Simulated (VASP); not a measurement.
Input of a VASP 6.6.1 run:

Contents of INCAR:

```
SYSTEM = AgAu2
PREC = Accurate
ENCUT = 600
EDIFF = 1E-6
ISMEAR = 0
SIGMA = 0.1
LREAL = .False.
LASPH = .True.
NELM = 80
ALGO = Fast
ISIF = 3
LWAVE = .False.
LCHARG = .False.
GGA = PE
IBRION = 2
NSW = 90
EDIFFG = -0.04
```

Contents of KPOINTS:

```
Automatic mesh
0
Gamma
  8 8 8
  0 0 0
```

The input POSCAR:

```
AgAu2
1.0
   -1.3823993774      2.2463971324      4.3429327107
    1.3823993774     -2.2463971324      4.3429327107
    1.3823993774      2.2463971324     -4.3429327107
Ag Au
1 2
Direct
    0.0000000000      0.0000000000      0.0000000000
    0.6666306452      0.6666306452      0.0000000000
    0.3333693548      0.3333693548      0.0000000000
```

Potentials or basis: VASP PAW PBE potentials, release 64 (Ag, Au).

Launch:

```console
$ cat potpaw_PBE.64/Ag/POTCAR potpaw_PBE.64/Au/POTCAR > POTCAR
$ mpirun -np 1 vasp_std > vasp.out
```

Q: Estimate the band gap on the k mesh.

A: Zero (an odd number of electrons rules out a gap without spin polarisation).

Q: What does it give for the relaxed volume?

A: 17.88 Å³/atom.

Q: Predict the space group after relaxing (to 0.1 Å).

A: Immm (No. 71).

Q: Estimate the relaxed cell.

A: a = 5.068 Å, b = 5.068 Å, c = 5.068 Å, α = 145.93°, β = 132.04°, γ = 60.13°.

Forces on the atoms (eV/Å):
```
Ag   0.000  0.000  0.000
Au   0.000  0.000 -0.006
Au   0.000  0.000  0.006
```

Caveat: spin-orbit coupling is left out, which moves the levels of the heavy elements.
